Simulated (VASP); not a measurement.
# SiO2 (Fddd) in VASP: notebook, part 2 of 2

VASP 6.6.1.

### Step 4. Single point, r2SCAN

This run uses another cell than the first one, of 13.98 Å³/atom.

Contents of POSCAR:

```
SiO2
1.0
    0.0000000000      4.7610967660      7.4099200267
    2.3776545689      0.0000000000      7.4099200267
    2.3776545689      4.7610967660      0.0000000000
Si O
4 8
Direct
    0.5634612216      0.5634612216      0.9365387784
    0.3134612216      0.3134612216      0.6865387784
    0.6865387784      0.6865387784      0.3134612216
    0.9365387784      0.9365387784      0.5634612216
    0.6250000000      0.1250000000      0.6250000000
    0.6250000000      0.6250000000      0.1250000000
    0.6250000000      0.6250000000      0.6250000000
    0.1250000000      0.6250000000      0.6250000000
    0.1890403117      0.8109596883      0.1890403117
    0.8109596883      0.1890403117      0.8109596883
    0.4390403117      0.0609596883      0.4390403117
    0.0609596883      0.4390403117      0.0609596883
```

Contents of INCAR.step1:

```
PREC     = Accurate       # precision mode
ENCUT    = 520            # plane-wave cutoff, eV
ISMEAR   = 0              # smearing method
SIGMA    = 0.02           # smearing width, eV
LREAL    = False          # projectors in reciprocal space
LASPH    = True           # aspherical terms in the spheres
NELM     = 60             # most SCF steps
NBANDS   = 44             # bands
GGA      = PE             # functional
ALGO     = Normal         # electronic algorithm
EDIFF    = 1E-4           # SCF threshold, eV
LWAVE    = True           # write WAVECAR
LCHARG   = False          # write CHGCAR
```

Contents of INCAR.step2:

```
PREC     = Accurate       # precision mode
ENCUT    = 520            # plane-wave cutoff, eV
EDIFF    = 1E-6           # SCF threshold, eV
ISMEAR   = 0              # smearing method
SIGMA    = 0.02           # smearing width, eV
LREAL    = False          # projectors in reciprocal space
LASPH    = True           # aspherical terms in the spheres
NELM     = 60             # most SCF steps
ALGO     = Normal         # electronic algorithm
ISIF     = 2              # what is computed and relaxed
LWAVE    = False          # write WAVECAR
LCHARG   = False          # write CHGCAR
METAGGA  = R2SCAN         # meta-GGA
LMIXTAU  = True         
NBANDS   = 44             # bands
ISTART   = 1
```

Contents of KPOINTS:

```
Automatic mesh
0
Gamma
  6 6 6
```

Run with:

```sh
cat potpaw_PBE.64/Si/POTCAR potpaw_PBE.64/O/POTCAR > POTCAR
cp INCAR.step1 INCAR
mpirun -np 1 vasp_std > vasp.out
cp INCAR.step2 INCAR
mpirun -np 1 vasp_std > vasp.out
```

It took 75 min on 1 thread of Intel Xeon 8259CL, shared host; peak memory 0.6 GiB.

Results (log left out):

```
Free energy            : -119.0541 eV
Pressure               : -2.8 GPa
Largest force          : 0.033 eV/Å
Band gap on the k mesh : 6.26 eV
```

Forces on the atoms (eV/Å):
```
Si   0.000  0.000  0.033
Si   0.000  0.000  0.033
Si   0.000  0.000 -0.033
Si   0.000  0.000 -0.033
O    0.000  0.000  0.000
O    0.000  0.000  0.000
O    0.000  0.000  0.000
O    0.000  0.000  0.000
O    0.000 -0.003  0.000
O    0.000  0.003  0.000
O    0.000 -0.003  0.000
O    0.000  0.003  0.000
```

Stress tensor (GPa, compression positive):
```
-2.73  0.00  0.00
 0.00 -2.97  0.00
 0.00  0.00 -2.80
```

Levels at points of the mesh, in eV from the valence-band top:
| k point | band 29 | band 30 | band 31 | band 32 | band 33 | band 34 | band 35 | band 36 |
| --- | --- | --- | --- | --- | --- | --- | --- | --- |
| (0.00, 0.00, 0.00) | -0.68 | -0.44 | -0.06 | 0.00 | 6.26 | 9.01 | 9.11 | 9.23 |
| (0.50, 0.00, 0.00) | -0.63 | -0.59 | -0.34 | -0.27 | 8.74 | 9.35 | 9.61 | 10.18 |
| (0.50, 0.50, 0.00) | -0.62 | -0.62 | -0.18 | -0.18 | 7.42 | 7.42 | 9.51 | 9.51 |
| (0.50, 0.00, 0.50) | -0.86 | -0.86 | -0.25 | -0.25 | 8.52 | 8.52 | 10.29 | 10.29 |
| (0.00, 0.50, 0.50) | -0.90 | -0.90 | -0.12 | -0.12 | 8.86 | 8.86 | 9.57 | 9.57 |

Caveat: the PAW data sets were made with another functional, which shifts forces and pressure a little. A k mesh can miss the band edges.

### Step 5. Single point, r2SCAN

This run uses another cell than the first one, of 13.66 Å³/atom.

Contents of POSCAR:

```
SiO2
1.0
    0.0000000000      4.7162571100      7.3627753715
    2.3595806657      0.0000000000      7.3627753715
    2.3595806657      4.7162571100      0.0000000000
Si O
4 8
Direct
    0.5632310800      0.5632310800      0.9367689200
    0.3132310800      0.3132310800      0.6867689200
    0.6867689200      0.6867689200      0.3132310800
    0.9367689200      0.9367689200      0.5632310800
    0.6250000000      0.1250000000      0.6250000000
    0.6250000000      0.6250000000      0.1250000000
    0.6250000000      0.6250000000      0.6250000000
    0.1250000000      0.6250000000      0.6250000000
    0.1865604000      0.8134396000      0.1865604000
    0.8134396000      0.1865604000      0.8134396000
    0.4365604000      0.0634396000      0.4365604000
    0.0634396000      0.4365604000      0.0634396000
```

INCAR.step1, as its differences from that of step 4:

```diff
@@ -6,3 +6,3 @@
 LASPH    = True           # aspherical terms in the spheres
-NELM     = 60             # most SCF steps
+NELM     = 100            # most SCF steps
 NBANDS   = 44             # bands
```

INCAR.step2, as its differences from that of step 4:

```diff
@@ -7,3 +7,3 @@
 LASPH    = True           # aspherical terms in the spheres
-NELM     = 60             # most SCF steps
+NELM     = 100            # most SCF steps
 ALGO     = Normal         # electronic algorithm
```

Contents of KPOINTS:

```
regular mesh
0
Gamma
  6 6 6
```

Run with:

```sh
cat potpaw_PBE.64/Si/POTCAR potpaw_PBE.64/O/POTCAR > POTCAR
cp INCAR.step1 INCAR
mpirun -np 1 vasp_std > vasp.out
cp INCAR.step2 INCAR
mpirun -np 1 vasp_std > vasp.out
```

It took 40 min on 1 thread of Intel Xeon Platinum 8375C at 2.90GHz (Ice Lake), shared host; peak memory 0.56 GiB.

Results (log left out):

| Property | Result |
| --- | --- |
| Free energy | -119.0815 eV |
| Pressure | 0.3 GPa |
| Largest force | 0.025 eV/Å |
| Band gap on the k mesh | 6.40 eV |

Forces on the atoms (eV/Å):
```
Si   0.000  0.000 -0.024
Si   0.000  0.000 -0.024
Si   0.000  0.000  0.024
Si   0.000  0.000  0.024
O    0.000  0.000  0.000
O    0.000  0.000  0.000
O    0.000  0.000  0.000
O    0.000  0.000  0.000
O    0.000 -0.025  0.000
O    0.000  0.025  0.000
O    0.000 -0.025  0.000
O    0.000  0.025  0.000
```

Stress tensor (GPa, compression positive):
```
0.20 0.00 0.00
0.00 0.28 0.00
0.00 0.00 0.32
```

Levels at points of the mesh, in eV from the valence-band top:
| k point | band 30 | band 31 | band 32 | band 33 | band 34 | band 35 |
| --- | --- | --- | --- | --- | --- | --- |
| (0.00, 0.00, 0.00) | -0.44 | -0.04 | 0.00 | 6.40 | 9.16 | 9.18 |
| (0.50, 0.00, 0.00) | -0.58 | -0.32 | -0.26 | 8.92 | 9.50 | 9.90 |
| (0.50, 0.50, 0.00) | -0.62 | -0.16 | -0.16 | 7.57 | 7.57 | 9.61 |
| (0.50, 0.00, 0.50) | -0.88 | -0.26 | -0.26 | 8.66 | 8.66 | 10.36 |
| (0.00, 0.50, 0.50) | -0.91 | -0.12 | -0.12 | 9.03 | 9.03 | 9.72 |

Caveat: the PAW data sets were made with another functional, which shifts forces and pressure a little.

### Step 6. Overview

```tsv
cell	gap on the mesh (eV)	pressure (GPa)	largest force (eV/Å)
a = 8.519, b = 7.569, c = 5.053 Å, angles 82.3, 61.7, 36.0°, 12 atoms, atomic positions A	6.65	15.3	0.07
a = 8.808, b = 7.782, c = 5.322 Å, angles 82.2, 61.1, 36.8°, 12 atoms, atomic positions B	6.26	-2.8	0.03
a = 8.744, b = 7.732, c = 5.274 Å, angles 82.2, 61.2, 36.7°, 12 atoms, atomic positions C	6.40	0.3	0.03
```

Alike in all rows: task single point; level r2SCAN; potentials or basis VASP PAW PBE potentials, release 64 (Si, O); no spin polarisation; k mesh 6 × 6 × 6; cutoff (eV) 520; smearing gaussian 0.02 eV.

Caveats: the PAW data sets were made with another functional, which shifts forces and pressure a little; the cell stands under pressure (at least some runs).

Absolute energies hang on the potentials; compare differences alone.
